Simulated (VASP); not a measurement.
# Sn3Ru (R-3m) in VASP: a series of runs

The runs below take Sn3Ru through single point, relaxation of cell and atoms, with PBE.

Everything below comes from runs of VASP 6.6.1. Logs are shortened: lines on timing, memory, paths and dates and some standing lists are left out, and cuts for length are marked.

### 1 The cell of the first run

Symmetry: R-3m, No. 166, trigonal system. Conventional cell: a = 6.760 Å, b = 6.760 Å, c = 6.718 Å, α = 90.00°, β = 90.00°, γ = 120.00°. Within 3.9 Å of Sn (site symmetry 2/m) lie 4 Ru at 2.97 to 3.38 Å and 8 Sn at 2.97 to 3.38 Å. Within 3.9 Å of Ru (site symmetry -3m) lie 12 Sn at 2.97 to 3.38 Å.

### 2 Single point, PBE

File INCAR:

```
SYSTEM = Sn3Ru
  PREC = Accurate
  ENCUT = 520
  EDIFF = 1E-7
  ISMEAR = 0
  SIGMA = 0.1
  LREAL = .False.
  LASPH = .True.
  NELM = 100
  ALGO = Fast
  ISIF = 2
  LWAVE = .False.
  LCHARG = .True.
  GGA = PE
  LELF = .True.
  LVHAR = .True.
  NBANDS = 66
```

File KPOINTS:

```
regular mesh
0
Gamma
  3 3 3
  0 0 0
```

File POSCAR:

```
Sn3Ru
1.0
    3.3800135207      1.9514517160      4.4787471772
   -3.3800135207      1.9514517160      4.4787471772
    0.0000000000     -3.9029034321      4.4787471772
Sn Ru
6 2
Direct
    0.7499623933      0.2502114166      0.7499623933
    0.7499623933      0.7499623933      0.2502114166
    0.2502114166      0.7499623933      0.7499623933
    0.2500376067      0.7497885834      0.2500376067
    0.7497885834      0.2500376067      0.2500376067
    0.2500376067      0.2500376067      0.7497885834
    0.2500258645      0.2500258645      0.2500258645
    0.7499741355      0.7499741355      0.7499741355
```

Potentials or basis: VASP PAW PBE potentials, release 64 (Sn_d, Ru_pv).

The run is started by

```console
$ cat potpaw_PBE.64/Sn_d/POTCAR potpaw_PBE.64/Ru_pv/POTCAR > POTCAR
$ mpirun -np 1 vasp_std > vasp.out
```

OUTCAR:

```text
SYSTEM = Sn3Ru
   PREC = Accurate
   ENCUT = 520
   EDIFF = 1E-7
   ISMEAR = 0
   LREAL = .False.
   LASPH = .True.
   NELM = 100
   ISIF = 2
   GGA = PE

 ion  position               nearest neighbor table
   1  0.750  0.250  0.750-   8 2.97   6 2.97   5 2.97   6 2.97   5 2.97   8 2.97   2 3.38   3 3.38
                             7 3.38   7 3.38   2 3.38   3 3.38
   2  0.750  0.750  0.250-   8 2.97   5 2.97   4 2.97   5 2.97   4 2.97   8 2.97   1 3.38   3 3.38
                             7 3.38   7 3.38   3 3.38   1 3.38
   3  0.250  0.750  0.750-   8 2.97   6 2.97   4 2.97   6 2.97   4 2.97   8 2.97   2 3.38   1 3.38
                             7 3.38   7 3.38   2 3.38   1 3.38
   4  0.250  0.750  0.250-   7 2.97   2 2.97   3 2.97   2 2.97   3 2.97   7 2.97   6 3.38   5 3.38
                             8 3.38   8 3.38   6 3.38   5 3.38
   5  0.750  0.250  0.250-   7 2.97   2 2.97   1 2.97   2 2.97   1 2.97   7 2.97   6 3.38   4 3.38
                             8 3.38   8 3.38   6 3.38   4 3.38
   6  0.250  0.250  0.750-   7 2.97   3 2.97   1 2.97   3 2.97   1 2.97   7 2.97   5 3.38   4 3.38
                             8 3.38   8 3.38   4 3.38   5 3.38
   7  0.250  0.250  0.250-   4 2.97   5 2.97   6 2.97   4 2.97   5 2.97   6 2.97   3 3.38   1 3.38
                             1 3.38   3 3.38   2 3.38   2 3.38
   8  0.750  0.750  0.750-   1 2.97   3 2.97   2 2.97   1 2.97   3 2.97   2 2.97   5 3.38   4 3.38
                             4 3.38   5 3.38   6 3.38   6 3.38

  LATTYP: Found a trigonal (rhomboedric) cell.
 ALAT       =     5.9406928449
 COS(alpha) =     0.3525702169

  Lattice vectors:

 A1 = (   3.3800135207,   1.9514517160,   4.4787471772)
 A2 = (  -3.3800135207,   1.9514517160,   4.4787471772)
 A3 = (   0.0000000000,  -3.9029034321,   4.4787471772)

Analysis of symmetry for initial positions (statically):
=====================================================================
 Subroutine PRICEL returns:
 Original cell was already a primitive cell.

 Routine SETGRP: Setting up the symmetry group for a
 trigonal (rhombohedral) supercell.

 Subroutine GETGRP returns: Found 12 space group operations
 (whereof 12 operations were pure point group operations)
 out of a pool of 12 trial point group operations.

The static configuration has the point symmetry D_3d.

Analysis of symmetry for dynamics (positions and initial velocities):
=====================================================================
 Subroutine PRICEL returns:
 Original cell was already a primitive cell.

 Routine SETGRP: Setting up the symmetry group for a
 trigonal (rhombohedral) supercell.

 Subroutine GETGRP returns: Found 12 space group operations
 (whereof 12 operations were pure point group operations)
 out of a pool of 12 trial point group operations.

The dynamic configuration has the point symmetry D_3d.

 Subroutine INISYM returns: Found 12 space group operations
 (whereof 12 operations are pure point group operations),
 and found     1 'primitive' translations

----------------------------------------------------------------------------------------

                                     Primitive cell

  volume of cell :     177.2491

  direct lattice vectors                    reciprocal lattice vectors
     3.380013521  1.951451716  4.478747177     0.147928402  0.085406503  0.074425575
    -3.380013521  1.951451716  4.478747177    -0.147928402  0.085406503  0.074425575
     0.000000000 -3.902903432  4.478747177     0.000000000 -0.170813006  0.074425575

  length of vectors
     5.940692845  5.940692845  5.940692845     0.186322970  0.186322970  0.186322970

  position of ions in fractional coordinates (direct lattice)
     0.749962393  0.250211417  0.749962393
     0.749962393  0.749962393  0.250211417
     0.250211417  0.749962393  0.749962393
     0.250037607  0.749788583  0.250037607
     0.749788583  0.250037607  0.250037607
     0.250037607  0.250037607  0.749788583
     0.250025865  0.250025865  0.250025865
     0.749974135  0.749974135  0.749974135

  ion indices of the primitive-cell ions
   primitive index   ion index
                 1           1
                 2           2
                 3           3
                 4           4
                 5           5
                 6           6
                 7           7
                 8           8

----------------------------------------------------------------------------------------

 KPOINTS: regular mesh

Automatic generation of k-mesh.
 Grid dimensions read from file:
 generate k-points for:    3    3    3

 Generating k-lattice:

  Cartesian coordinates                     Fractional coordinates (reciprocal lattice)
     0.049309467  0.028468834  0.024808525     0.333333333  0.000000000  0.000000000
    -0.049309467  0.028468834  0.024808525     0.000000000  0.333333333  0.000000000
     0.000000000 -0.056937669  0.024808525     0.000000000  0.000000000  0.333333333

  Length of vectors
     0.062107657  0.062107657  0.062107657

  Shift w.r.t. Gamma in fractional coordinates (k-lattice)
     0.000000000  0.000000000  0.000000000

 Subroutine IBZKPT returns following result:
 ===========================================

 Found      6 irreducible k-points:

 Following reciprocal coordinates:
            Coordinates               Weight
  0.000000  0.000000  0.000000      1.000000
  0.333333  0.000000 -0.000000      6.000000
  0.333333  0.333333 -0.000000      6.000000
 -0.333333  0.333333  0.000000      6.000000
  0.333333  0.333333  0.333333      2.000000
 -0.333333  0.333333  0.333333      6.000000
   k-points           NKPTS =      6   k-points in BZ     NKDIM =      6   number of bands    NBANDS=     66
   number of dos      NEDOS =    301   number of ions     NIONS =      8
   total plane-waves  NPLWV = 110592
   dimension x,y,z NGX =    48 NGY =   48 NGZ =   48
   dimension x,y,z NGXF=    96 NGYF=   96 NGZF=   96
   ions per type =               6   2
   NGX,Y,Z   is equivalent  to a cutoff of  13.43, 13.43, 13.43 a.u.
   NGXF,Y,Z  is equivalent  to a cutoff of  26.86, 26.86, 26.86 a.u.
 SYSTEM =  Sn3Ru
   PREC   = accura    normal or accurate (medium, high low for compatibility)
   ISTART =      0    job   : 0-new  1-cont  2-samecut
   ICHARG =      2    charge: 1-file 2-atom 10-const
   ISPIN  =      1    spin polarized calculation?
   LNONCOLLINEAR =      F non collinear calculations
   LSORBIT =      F    spin-orbit coupling
   LASPH  =      T    aspherical Exc in radial PAW
   ENCUT  =  520.0 eV  38.22 Ry    6.18 a.u.  11.05 11.05 11.05*2*pi/ulx,y,z
   NELM   =    100;   NELMIN=  2; NELMDL= -5     # of ELM steps
   EDIFF  = 0.1E-06   stopping-criterion for ELM
   LREAL  =      F    real-space projection
   EDIFFG = 0.1E-05   stopping-criterion for IOM
   NSW    =      0    number of steps for IOM
   IBRION =     -1    ionic relax: 0-MD 1-quasi-New 2-CG
   NFREE  =      0    steps in history (QN), initial steepest desc. (CG)
   ISIF   =      2    stress and relaxation
   ISYM   =      2    0-nonsym 1-usesym 2-fastsym
   POTIM  = 0.5000    time-step for ionic-motion
   TEBEG  =    0.0;   TEEND  =   0.0 temperature during run
   PSTRESS=    0.0 pullay stress
   NELECT =     112.0000    total number of electrons
   NUPDOWN=      -1.0000    fix difference up-down
   EMIN   =  10.00;   EMAX   =-10.00  energy-range for DOS
   EFERMI =   0.00;   METHOD = LEGACY
   ISMEAR =     0;   SIGMA  =   0.10  broadening in eV -4-tet -1-fermi 0-gaus
   EFERMI_NEDOS =   21; number of points for ismear=-14 and -15
   IALGO  =     68    algorithm
   IMIX   =      4    mixing-type and parameters
     AMIX     =   0.40;   BMIX     =  1.00
     AMIX_MAG =   1.60;   BMIX_MAG =  1.00
  volume/ion in A,a.u.               =      22.16       149.52
  Fermi-wavevector in a.u.,A,eV,Ry     =   1.404816  2.654718 26.851212  1.973508
  Thomas-Fermi vector in A             =   2.527340
   LORBIT       =      0    0 simple, 1 ext, 2 COOP (PROOUT), +10 PAW based schemes
   GGA     = PE    functional components
   LHFCALC =     F    Hartree Fock is set to
   AEXX    =    0.0000 exact exchange contribution
   IVDW    =     0    specifies the selected vdW correction
   LEPSILON=     F    determine dielectric tensor
   LRPA    =     F    only Hartree local field effects (RPA)
 non-spin polarized calculation
 RMM-DIIS sequential band-by-band and
 Gauss-broadening in eV      SIGMA  =   0.10
  energy-cutoff  :      520.00
  volume of cell :      177.25
 maximum number of plane-waves:      4804
 NGX is ok and might be reduce to    48
   NGX = 23   NGY = 23   NGZ = 23

 number of electron     111.9999983 magnetization

 Free energy of the ion-electron system (eV)
  ---------------------------------------------------
  ext. energy  EPLUGINS =         0.00000000
  ---------------------------------------------------
  free energy    TOTEN  =       -37.78442465 eV

  energy without entropy =      -37.71868457  energy(sigma->0) =      -37.75155461

 E-fermi :   9.4736     XC(G=0): -11.3002

 val. band max:        9.4627068985   @ k =   0.3333   0.3333  -0.0000
 cond. band min:       9.4743929330   @ k =   0.3333   0.0000  -0.0000
 fundamental gap:      0.0116860346
 Fermi energy:         9.4735944872

 k-point     1 :       0.0000    0.0000    0.0000
  band No.  band energies     occupation
      1     -32.4280      2.00000
      2     -32.4272      2.00000
      3     -32.2871      2.00000
      4     -32.2871      2.00000
      5     -32.2858      2.00000
      6     -32.2858      2.00000
[... 58 lines left out ...]
     65      15.2134      0.00000
     66      15.2220      0.00000

 k-point     2 :       0.3333    0.0000   -0.0000
  band No.  band energies     occupation
      1     -32.4279      2.00000
      2     -32.4276      2.00000
      3     -32.2869      2.00000
      4     -32.2868      2.00000
      5     -32.2863      2.00000
      6     -32.2862      2.00000
[... 265 lines left out ...]
     65      14.1768      0.00000
     66      14.3703      0.00000

 k-point     6 :      -0.3333    0.3333    0.3333
  band No.  band energies     occupation
      1     -32.4281      2.00000
      2     -32.4281      2.00000
      3     -32.2870      2.00000
      4     -32.2870      2.00000
      5     -32.2863      2.00000
      6     -32.2863      2.00000
[... 58 lines left out ...]
     65      13.4602      0.00000
     66      13.8508      0.00000

------------------------ aborting loop because EDIFF is reached ----------------------------------------

  FORCE on cell =-STRESS in cart. coord.  units (eV):
  Direction    XX          YY          ZZ          XY          YZ          ZX
  --------------------------------------------------------------------------------------
  -------------------------------------------------------------------------------------
  Total        0.0071005      0.0071005     -0.0014404      0.0000000      0.0000000      0.0000000
  in kB        0.0641821      0.0641821     -0.0130195      0.0000000      0.0000000      0.0000000
  external PRESSURE =       0.0384483 kB  Pullay stress =       0.0000000 kB

 VOLUME and BASIS-vectors are now :
 -----------------------------------------------------------------------------
  energy-cutoff  :      520.00
  volume of cell :      177.25
      direct lattice vectors                 reciprocal lattice vectors
     3.380013521  1.951451716  4.478747177     0.147928402  0.085406503  0.074425575
    -3.380013521  1.951451716  4.478747177    -0.147928402  0.085406503  0.074425575
     0.000000000 -3.902903432  4.478747177     0.000000000 -0.170813006  0.074425575

 POSITION                                       TOTAL-FORCE (eV/Angst)
 -----------------------------------------------------------------------------------
      1.68917     -0.97524      7.83842         0.003779     -0.002182     -0.003232
      0.00000      1.95048      7.83842         0.000000      0.004363     -0.003232
     -1.68917     -0.97524      7.83842        -0.003779     -0.002182     -0.003232
     -1.68917      0.97524      5.59782        -0.003779      0.002182      0.003232
      1.68917      0.97524      5.59782         0.003779      0.002182      0.003232
      0.00000     -1.95048      5.59782         0.000000     -0.004363      0.003232
      0.00000     -0.00000      3.35941         0.000000     -0.000000      0.001056
      0.00000     -0.00000     10.07683         0.000000      0.000000     -0.001056
 -----------------------------------------------------------------------------------
    total drift:                               -0.000000     -0.000000      0.000000

  FREE ENERGIE OF THE ION-ELECTRON SYSTEM (eV)
  ---------------------------------------------------
  free  energy   TOTEN  =       -37.7844246522 eV

  energy  without entropy=      -37.7186845701  energy(sigma->0) =      -37.75155461
```

Wall time 57 s (1 thread of Intel Xeon 6975P-C (Granite Rapids), shared host); peak memory 0.34 GiB.

Results:

```yaml
Free_energy: -37.7844 eV
Pressure: 0.0 GPa
Largest_force: 0.005 eV/Å
Band_gap_on_the_k_mesh: zero (band 56 reaches 9.58 eV, above the bottom of band 57 at 9.46 eV)
```

Forces on the atoms (eV/Å):
```
Sn   0.004 -0.002 -0.003
Sn   0.000  0.004 -0.003
Sn  -0.004 -0.002 -0.003
Sn  -0.004  0.002  0.003
Sn   0.004  0.002  0.003
Sn   0.000 -0.004  0.003
Ru   0.000  0.000  0.001
Ru   0.000  0.000 -0.001
```

Levels at points of the mesh, in eV from the Fermi level:
```tsv
k point	band 54	band 55	band 56	band 57	band 58	band 59
(0.00, 0.00, 0.00)	-0.67	-0.55	-0.02	-0.02	0.20	0.20
```

Caveat: the k points lie up to 0.39 Å⁻¹ apart; spin-orbit coupling is left out, which moves the levels of the heavy elements.

### 3 Single point, PBE

This run uses another cell than the first one, of 23.50 Å³/atom, 1.061 times its volume.

File INCAR:

```
SYSTEM = Sn3Ru
PREC = Accurate
ENCUT = 520
EDIFF = 1E-6
ISMEAR = 0
SIGMA = 0.1
LREAL = .FALSE.
LASPH = .TRUE.
NELM = 100
ALGO = Normal
ISIF = 2
LWAVE = .FALSE.
LCHARG = .FALSE.
GGA = PE
NBANDS = 66
```

File KPOINTS:

```
regular mesh
0
G
  3 3 3
  0 0 0
```

File POSCAR:

```
Sn3Ru
1.0
    3.8659382166      2.2320004700      3.6308780043
   -3.8659382166      2.2320004700      3.6308780043
    0.0000000000     -4.4640009400      3.6308780043
Sn Ru
6 2
Direct
    0.7970000000      0.2520000000      0.7970000000
    0.7970000000      0.7970000000      0.2520000000
    0.2520000000      0.7970000000      0.7970000000
    0.2030000000      0.7480000000      0.2030000000
    0.7480000000      0.2030000000      0.2030000000
    0.2030000000      0.2030000000      0.7480000000
    0.2690000000      0.2690000000      0.2690000000
    0.7310000000      0.7310000000      0.7310000000
```

Potentials or basis: VASP PAW PBE potentials, release 64 (Sn_d, Ru_pv).

The run is started by

```console
$ cat potpaw_PBE.64/Sn_d/POTCAR potpaw_PBE.64/Ru_pv/POTCAR > POTCAR
$ mpirun -np 1 vasp_std > vasp.out
```

Wall time 44 s (1 thread of Intel Xeon 6975P-C (Granite Rapids), shared host); peak memory 0.32 GiB.

The run converged. Its results:

```yaml
Free_energy: -26.5715 eV
Pressure: 25.3 GPa
Largest_force: 10.204 eV/Å
Band_gap_on_the_k_mesh: zero (band 56 reaches 8.64 eV, above the bottom of band 57 at 8.16 eV)
```

Forces on the atoms (eV/Å):
```
Sn  -6.284  3.628 -7.173
Sn   0.000 -7.257 -7.173
Sn   6.284  3.628 -7.173
Sn   6.284 -3.628  7.173
Sn  -6.284 -3.628  7.173
Sn   0.000  7.257  7.173
Ru   0.000  0.000 -0.312
Ru   0.000  0.000  0.312
```

Stress tensor (GPa, compression positive):
```
31.23  0.00  0.00
 0.00 31.23  0.00
 0.00  0.00 13.34
```

Levels at points of the mesh, in eV from the Fermi level:
```
           k point  band 53  band 54  band 55  band 56  band 57  band 58  band 59  band 60
(0.00, 0.00, 0.00)    -0.80    -0.80     0.30     0.30     0.35     0.42     0.42     1.06
```

Caveat: the k points lie up to 0.37 Å⁻¹ apart; spin-orbit coupling is left out, which moves the levels of the heavy elements; forces of over 1 eV/Å act on the atoms, so gaps and moduli don't describe the material at rest.

### 4 Relaxation of cell and atoms, PBE

This run uses another cell than the first one, of 23.50 Å³/atom, 1.061 times its volume.

File INCAR:

```
SYSTEM = Sn3Ru
ALGO = Fast
EDIFF = 1E-6
EDIFFG = -0.04
ENCUT = 600
GGA = PE
IBRION = 2
ISIF = 3
ISMEAR = 0
LASPH = .TRUE.
LCHARG = .FALSE.
LREAL = .FALSE.
LWAVE = .FALSE.
NELM = 60
NSW = 90
PREC = Accurate
SIGMA = 0.1
```

File KPOINTS:

```
k-points
0
G
  3 3 3
  0 0 0
```

POSCAR is that of step 3.

The run is started by

```console
$ cat potpaw_PBE.64/Sn_d/POTCAR potpaw_PBE.64/Ru_pv/POTCAR > POTCAR
$ mpirun -np 1 vasp_std > vasp.out
```

Wall time 48 min (1 thread of Intel Xeon 6975P-C (Granite Rapids), shared host); peak memory 0.41 GiB.

Results (log left out):

```yaml
Free_energy: -37.7775 eV
Relaxed_volume: 22.14 Å³/atom
Relaxed_cell: a = 5.939 Å, b = 5.939 Å, c = 5.939 Å, α = 69.35°, β = 69.35°, γ = 69.35°
Space_group_after_relaxing_to_0.05_Å: R-3m (No. 166)
Energy_gained_by_relaxing: 1400.7 meV/atom
Ionic_steps: 48
Pressure_after_relaxing: 0.1 GPa
Largest_force_after_relaxing: 0.036 eV/Å
Band_gap_on_the_k_mesh: zero (band 56 reaches 9.59 eV, above the bottom of band 57 at 9.46 eV)
```

Forces on the atoms (eV/Å):
```
Sn  -0.025  0.015 -0.020
Sn   0.000 -0.029 -0.020
Sn   0.025  0.015 -0.020
Sn   0.025 -0.015  0.020
Sn  -0.025 -0.015  0.020
Sn   0.000  0.029  0.020
Ru   0.000  0.000 -0.003
Ru   0.000  0.000  0.003
```

Step by step:
| step | energy change (eV) | largest force (eV/Å) | pressure (GPa) | volume (Å³) |
| --- | --- | --- | --- | --- |
| 1 | 0.0000 | 10.2030 | 25.32 | 187.98 |
| 3 | -5.3604 | 1.4379 | -8.78 | 283.30 |
| 5 | -8.1284 | 1.7352 | -4.07 | 225.61 |
| 7 | -8.2885 | 1.4727 | -5.44 | 230.34 |
| 9 | -9.6336 | 0.7666 | 2.77 | 195.33 |
| 11 | -9.8367 | 0.6125 | 1.10 | 198.70 |
| 13 | -9.9011 | 0.2375 | -1.60 | 204.66 |
| 15 | -10.1220 | 0.3586 | -2.02 | 202.41 |
| 17 | -10.0162 | 1.7319 | -0.77 | 186.59 |
| 19 | -10.4782 | 1.0554 | -2.49 | 193.92 |
| 21 | -10.5866 | 1.0879 | -0.90 | 186.31 |
| 23 | -10.8246 | 0.5337 | -0.01 | 183.01 |
| 25 | -10.8601 | 0.4162 | 0.63 | 181.41 |
| 27 | -10.8916 | 0.3928 | 0.21 | 182.12 |
| 29 | -10.9231 | 0.4390 | -3.74 | 190.75 |
| 31 | -10.9825 | 0.3536 | -2.12 | 186.50 |
| 33 | -11.1222 | 0.2896 | -0.79 | 181.75 |
| 35 | -11.1414 | 0.3092 | -0.08 | 179.75 |
| 37 | -11.1574 | 0.1769 | -0.01 | 179.27 |
| 39 | -11.1730 | 0.0841 | -0.09 | 178.96 |
| 41 | -11.1871 | 0.1361 | 1.49 | 174.05 |
| 43 | -11.1997 | 0.1002 | 0.67 | 176.09 |
| 45 | -11.2042 | 0.0544 | 0.25 | 176.71 |
| 47 | -11.2051 | 0.0407 | 0.14 | 176.99 |
| 48 | -11.2053 | 0.0356 | 0.08 | 177.13 |

Final structure:
```xyz
8
Lattice="3.3792 1.9510 4.4779 -3.3792 1.9510 4.4779 0.0000 -3.9020 4.4779" Properties=species:S:1:pos:R:3 pbc="T T T"
Sn    1.6927   -0.9773    7.8364
Sn    0.0000    1.9546    7.8364
Sn   -1.6927   -0.9773    7.8364
Sn   -1.6927    0.9773    5.5973
Sn    1.6927    0.9773    5.5973
Sn    0.0000   -1.9546    5.5973
Ru    0.0000    0.0000    3.3578
Ru    0.0000    0.0000   10.0760
```

Levels at points of the mesh, in eV from the Fermi level:
```
           k point  band 54  band 55  band 56  band 57  band 58  band 59
(0.00, 0.00, 0.00)    -0.67    -0.55    -0.02    -0.02     0.20     0.20
```

Caveat: the k points lie up to 0.39 Å⁻¹ apart in the final cell; spin-orbit coupling is left out, which moves the levels of the heavy elements.

### 5 Overview

```tsv
task	cell	cutoff (eV)	gap on the mesh (eV)	pressure (GPa)	largest force (eV/Å)
single point	a = 5.941 Å, angles 69.4°, 8 atoms	520	none	0.0	0.01
single point	a = 5.754 Å, angles 84.4°, 8 atoms	520	none	25.3	10.20
relaxation of cell and atoms	relaxed from a = 5.754 Å, angles 84.4°, 8 atoms	600	none	0.1	0.04
```

Alike in all rows: level PBE; potentials or basis VASP PAW PBE potentials, release 64 (Sn_d, Ru_pv); no spin polarisation; k mesh 3 × 3 × 3; smearing gaussian 0.1 eV.

Caveats: all runs use coarse meshes; spin-orbit coupling is left out, which moves the levels of the heavy elements; forces of over 1 eV/Å act on the atoms, so gaps and moduli don't describe the material at rest (some runs).

Absolute energies hang on the potentials; compare differences alone.
